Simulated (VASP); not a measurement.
# Tb (P6_3/mmc) in VASP: a series of runs, part 2 of 2

VASP 6.6.1. The steps go on from the part before.

## (3) Single point, PBE, collinear spin, ferromagnetic start (30.05 Å³/atom)

This run uses another cell than the first one, of 30.05 Å³/atom.

File INCAR:

```
ALGO = Normal ; EDIFF = 1E-6
ENCUT = 520 ; GGA = PE
ISIF = 2 ; ISMEAR = -1
ISPIN = 2 ; LASPH = True
LCHARG = False ; LMAXMIX = 6
LORBIT = 11 ; LREAL = False
LWAVE = False ; MAGMOM = 6 6
NBANDS = 30 ; NELM = 150
PREC = Accurate ; SIGMA = 0.05
```

File KPOINTS:

```
k-points
0
Gamma
  9 9 5
```

File POSCAR:

```
Tb
1.0
    3.5274895775      0.0000000000      0.0000000000
   -1.7637447887      3.0548955857      0.0000000000
    0.0000000000      0.0000000000      5.5773714686
Tb
2
Direct
    0.6666666667      0.3333333333      0.7500000000
    0.3333333333      0.6666666667      0.2500000000
```

Potentials or basis: VASP PAW PBE potentials, release 64 (Tb).

Started as:

```
$ cat potpaw_PBE.64/Tb/POTCAR > POTCAR
$ mpirun -np 1 vasp_std > vasp.out
```

OUTCAR:

```text
EDIFF = 1E-6
   ENCUT = 520
   GGA = PE
   ISIF = 2
   ISMEAR = -1
   ISPIN = 2
   LASPH = True
   LORBIT = 11
   LREAL = False
   NELM = 150
   PREC = Accurate

 ion  position               nearest neighbor table
   1  0.667  0.333  0.750-   2 3.45   2 3.45   2 3.45   2 3.45   2 3.45   2 3.45
   2  0.333  0.667  0.250-   1 3.45   1 3.45   1 3.45   1 3.45   1 3.45   1 3.45

  LATTYP: Found a hexagonal cell.
 ALAT       =     3.5274895775
 C/A-ratio  =     1.5811163566

  Lattice vectors:

 A1 = (   3.5274895775,   0.0000000000,   0.0000000000)
 A2 = (  -1.7637447887,   3.0548955857,   0.0000000000)
 A3 = (   0.0000000000,   0.0000000000,   5.5773714686)

Analysis of symmetry for initial positions (statically):
=====================================================================
 Subroutine PRICEL returns:
 Original cell was already a primitive cell.

 Routine SETGRP: Setting up the symmetry group for a
 hexagonal supercell.

 Subroutine GETGRP returns: Found 24 space group operations
 (whereof 12 operations were pure point group operations)
 out of a pool of 24 trial point group operations.

The static configuration has the point symmetry D_3d.
 The point group associated with its full space group is D_6h.

Analysis of symmetry for dynamics (positions and initial velocities):
=====================================================================
 Subroutine PRICEL returns:
 Original cell was already a primitive cell.

 Routine SETGRP: Setting up the symmetry group for a
 hexagonal supercell.

 Subroutine GETGRP returns: Found 24 space group operations
 (whereof 12 operations were pure point group operations)
 out of a pool of 24 trial point group operations.

The dynamic configuration has the point symmetry D_3d.
 The point group associated with its full space group is D_6h.

Analysis of structural, dynamic, and magnetic symmetry:
[... 153 lines left out ...]
  ---------------------------------------------------
  ext. energy  EPLUGINS =         0.00000000
  ---------------------------------------------------
  free energy    TOTEN  =       -19.07140256 eV

  energy without entropy =      -18.97776227  energy(sigma->0) =      -19.02458241

 E-fermi :   3.1631     XC(G=0): -10.3955

 val. band max:        3.1624782605   @ k =   0.3333   0.2222   0.4000
 cond. band min:       3.1662442031   @ k =   0.4444   0.0000   0.0000
 fundamental gap:      0.0037659426
 Fermi energy:         3.1630688144

 spin component 1

 k-point     1 :       0.0000    0.0000    0.0000
  band No.  band energies     occupation
      1     -42.8909      1.00000
      2     -42.7990      1.00000
      3     -19.9522      1.00000
      4     -19.2187      1.00000
      5     -19.2187      1.00000
      6     -19.0841      1.00000
[... 781 lines left out ...]
     29       5.8344      0.00000
     30       7.9530      0.00000

 [... further k-points ...]

 spin component 2

 k-point     1 :       0.0000    0.0000    0.0000
  band No.  band energies     occupation
      1     -40.3038      1.00000
      2     -40.1918      1.00000
      3     -18.1855      1.00000
      4     -17.3186      1.00000
      5     -17.3186      1.00000
      6     -17.1644      1.00000
[... 781 lines left out ...]
     29       6.5490      0.00000
     30       8.8841      0.00000

 [... further k-points ...]

------------------------ aborting loop because EDIFF is reached ----------------------------------------

  FORCE on cell =-STRESS in cart. coord.  units (eV):
  Direction    XX          YY          ZZ          XY          YZ          ZX
  --------------------------------------------------------------------------------------
  -------------------------------------------------------------------------------------
  Total        0.6577499      0.6577499      1.0683612      0.0000000      0.0000000      0.0000000
  in kB       17.5339460     17.5339460     28.4798051      0.0000000      0.0000000      0.0000000
  external PRESSURE =      21.1825657 kB  Pullay stress =       0.0000000 kB

 VOLUME and BASIS-vectors are now :
 -----------------------------------------------------------------------------
  energy-cutoff  :      520.00
  volume of cell :       60.10
      direct lattice vectors                 reciprocal lattice vectors
     3.527489577  0.000000000  0.000000000     0.283487726  0.163671715  0.000000000
    -1.763744789  3.054895586  0.000000000     0.000000000  0.327343430  0.000000000
     0.000000000  0.000000000  5.577371469     0.000000000  0.000000000  0.179295929

 POSITION                                       TOTAL-FORCE (eV/Angst)
 -----------------------------------------------------------------------------------
      1.76374      1.01830      4.18303        -0.000000      0.000000      0.000000
     -0.00000      2.03660      1.39434         0.000000     -0.000000      0.000000
 -----------------------------------------------------------------------------------
    total drift:                               -0.000000      0.000000     -0.000000

  FREE ENERGIE OF THE ION-ELECTRON SYSTEM (eV)
  ---------------------------------------------------
  free  energy   TOTEN  =       -19.0714025593 eV

  energy  without entropy=      -18.9777622704  energy(sigma->0) =      -19.02458241

 total charge

# of ion       s       p       d       f       tot
--------------------------------------------------
    1        2.091   5.596   0.552   8.095  16.335
    2        2.091   5.596   0.552   8.095  16.335
--------------------------------------------------
tot          4.183  11.192   1.104  16.191  32.669

 magnetization (x)

# of ion       s       p       d       f       tot
--------------------------------------------------
    1        0.002  -0.044   0.090   5.700   5.749
    2        0.002  -0.044   0.090   5.700   5.749
--------------------------------------------------
tot          0.005  -0.088   0.179  11.401  11.497
```

Run time: 4.4 min. Hardware: 1 thread of AMD EPYC 9R45 (Zen 5), shared host; peak memory 0.25 GiB.

What came out:

```yaml
Free_energy: -19.0714 eV
Pressure: 2.1 GPa
Band_gap_on_the_k_mesh: zero (filled and empty bands overlap)
Net_moment: 11.96 μB per cell
Site_moments: Tb +5.75 μB
Valence_electrons_inside_the_program's_atomic_spheres: Tb 16.34
```

Caveat: the magnetic or orbital state may not be the lowest; spin-orbit coupling is left out, which moves the levels of the heavy elements; semilocal functionals describe open f shells poorly, which spoils levels, moments and volumes. The state reached can hang on the start; a lower one may exist.

## (4) Single point, PBE, collinear spin, ferromagnetic start (30.69 Å³/atom)

This run uses another cell than the first one, of 30.69 Å³/atom.

File INCAR:

```
SYSTEM = Tb
ALGO = Normal ; EDIFF = 1E-6
ENCUT = 520 ; GGA = PE
ISIF = 2 ; ISMEAR = -1
ISPIN = 2 ; LASPH = .TRUE.
LCHARG = .FALSE. ; LMAXMIX = 6
LORBIT = 11 ; LREAL = .FALSE.
LWAVE = .FALSE. ; MAGMOM = 6 6
NBANDS = 30 ; NELM = 150
PREC = Accurate ; SIGMA = 0.05
```

File KPOINTS:

```
k-points
0
G
  9 9 5
  0 0 0
```

File POSCAR:

```
Tb
1.0
    3.5523318719      0.0000000000      0.0000000000
   -1.7761659359      3.0764096437      0.0000000000
    0.0000000000      0.0000000000      5.6166500266
Tb
2
Direct
    0.6666666667      0.3333333333      0.7500000000
    0.3333333333      0.6666666667      0.2500000000
```

Started as:

```
$ cat potpaw_PBE.64/Tb/POTCAR > POTCAR
$ mpirun -np 1 vasp_std > vasp.out
```

It took 5 min on 1 thread of AMD EPYC 9R45 (Zen 5), shared host; peak memory 0.25 GiB.

It converged, with:

| Property | Result |
| --- | --- |
| Free energy | -19.0886 eV |
| Pressure | 1.6 GPa |
| Band gap on the k mesh | zero (filled and empty bands overlap) |
| Net moment | 11.97 μB per cell |
| Site moments | Tb +5.74 μB |
| Valence electrons inside the program's atomic spheres | Tb 16.33 |

Stress tensor (GPa, compression positive):
```
1.25 0.00 0.00
0.00 1.25 0.00
0.00 0.00 2.29
```

Levels at points of the mesh, in eV from the Fermi level:
Spin up:
```tsv
k point	band 21	band 22	band 23	band 24	band 25	band 26	band 27	band 28	band 29	band 30
(0.00, 0.00, 0.00)	-3.84	-3.65	-3.53	-2.19	1.50	1.81	1.81	2.14	2.52	2.52
```
Spin down:
```
           k point  band 9  band 10  band 11  band 12  band 13  band 14  band 15  band 16  band 17  band 18
(0.00, 0.00, 0.00)   -4.57    -1.76    -0.20    -0.19    -0.11    -0.04     0.24     0.24     0.30     0.30
```

Caveat: the magnetic or orbital state may not be the lowest; spin-orbit coupling is left out, which moves the levels of the heavy elements; semilocal functionals describe open f shells poorly, which spoils levels, moments and volumes. The state reached can hang on the start; a lower one may exist.

## (5) Summary

```csv
cell,cutoff (eV),gap on the mesh (eV),pressure (GPa),moment (μB)
"a = 3.593, b = 3.593, c = 5.771 Å, angles 90.0, 90.0, 120.0°, 2 atoms",600,none,0.2,12.00
"a = 3.527, b = 3.527, c = 5.577 Å, angles 90.0, 90.0, 120.0°, 2 atoms",520,none,2.1,11.96
"a = 3.552, b = 3.552, c = 5.617 Å, angles 90.0, 90.0, 120.0°, 2 atoms",520,none,1.6,11.97
```

Alike in all rows: task single point; level PBE; potentials or basis VASP PAW PBE potentials, release 64 (Tb); spin collinear, ferromagnetic start; k mesh 9 × 9 × 5; smearing fermi-dirac 0.05 eV.

Caveats: the magnetic or orbital state may not be the lowest; spin-orbit coupling is left out, which moves the levels of the heavy elements; semilocal functionals describe open f shells poorly, which spoils levels, moments and volumes.

Absolute energies hang on the potentials; compare differences alone.
